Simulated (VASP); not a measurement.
A run of VASP 6.6.1 is set up as follows.

Contents of INCAR:

```
SYSTEM = Si6N
ALGO = Normal ; EDIFF = 1E-6
ENCUT = 520 ; GGA = PE
ISIF = 2 ; ISMEAR = 0
ISPIN = 2 ; LASPH = .True.
LCHARG = .True. ; LELF = .True.
LORBIT = 11 ; LREAL = .False.
LVHAR = .True. ; LWAVE = .False.
MAGMOM = 0 0 0 0 0 0 2.99 ; NBANDS = 28
NELM = 150 ; PREC = Accurate
SIGMA = 0.1
```

Contents of KPOINTS:

```
k-points
0
Gamma
  6 6 6
  0 0 0
```

The input POSCAR:

```
Si6N
1.0
    6.0855228344      0.0000000000      0.0000000000
    0.0000000000      6.0855228344      0.0000000000
    0.0000000000      0.0000000000      6.0855228344
Si N
6 1
Direct
    0.0000000000      0.0000000000      0.2859916805
    0.0000000000      0.0000000000      0.7140083195
    0.2859916805      0.0000000000      0.0000000000
    0.7140083195      0.0000000000      0.0000000000
    0.0000000000      0.2859916805      0.0000000000
    0.0000000000      0.7140083195      0.0000000000
    0.5000000000      0.5000000000      0.5000000000
```

Potentials or basis: VASP PAW PBE potentials, release 64 (Si, N).

Launch:

```bash
$ cat potpaw_PBE.64/Si/POTCAR potpaw_PBE.64/N/POTCAR > POTCAR
$ mpirun -np 1 vasp_std > vasp.out
```

Task: Estimate the net moment.

Result: 2.38 μB per cell.

Task: Predict the largest force.

Result: 0.011 eV/Å.

Forces in eV/Å, atoms in the order of the input:
```
Si   0.000  0.000 -0.011
Si   0.000  0.000  0.011
Si  -0.011  0.000  0.000
Si   0.011  0.000  0.000
Si   0.000 -0.011  0.000
Si   0.000  0.011  0.000
N    0.000  0.000  0.000
```
